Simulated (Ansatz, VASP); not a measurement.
Two plane-wave programs on MgF2

```
Mg F
1.0
     4.21200    0.00000    0.00000
     0.00000    4.21200    0.00000
     0.00000    0.00000    2.81944
Mg F
2 4
Direct
  0.00000 0.00000 0.00000
  0.50000 0.50000 0.50000
  0.30096 0.30096 0.00000
  0.69904 0.69904 0.00000
  0.80096 0.19904 0.50000
  0.19904 0.80096 0.50000
```

Change from the starting cell: volume scaled by 0.8, PAW files.

Alike in both runs: task single point; functional LDA; k mesh 7 × 7 × 10; occupations fermi-dirac, width 0.1 eV; no spin polarisation.

|  | VASP | Ansatz |
| --- | --- | --- |
| version | VASP 6.6.1 | Ansatz 0.2.0 |
| potentials or method | VASP PAW LDA potentials, release 64 (Mg, F) | PAW with Ansatz's default frozen-core files, scalar-relativistic |
| plane-wave cutoff (eV) | 600 | 420 |
| valence electrons in the cell | 32 | 48 |

|  | VASP | Ansatz | Ansatz less VASP |
| --- | --- | --- | --- |
| gap on the k mesh at the Fermi level (eV) | 8.78 | 8.82 | +0.032 |
| pressure (GPa) | 39.3 | 40.8 | +1.56 |
| rms of the force components (eV/Å) | 0.008 | 0.000 | -0.0077 |

LDA's correlation is that of Perdew and Zunger in VASP and of Perdew and Wang (1992) in Ansatz. Atom by atom the forces differ by 0.008 eV/Å (rms over components). Both programs put the cell under a high pressure, so it lies far from rest at this level. VASP's potentials hold 32 valence electrons a cell and Ansatz's 48, so a difference there can come from the potentials and not from the codes.
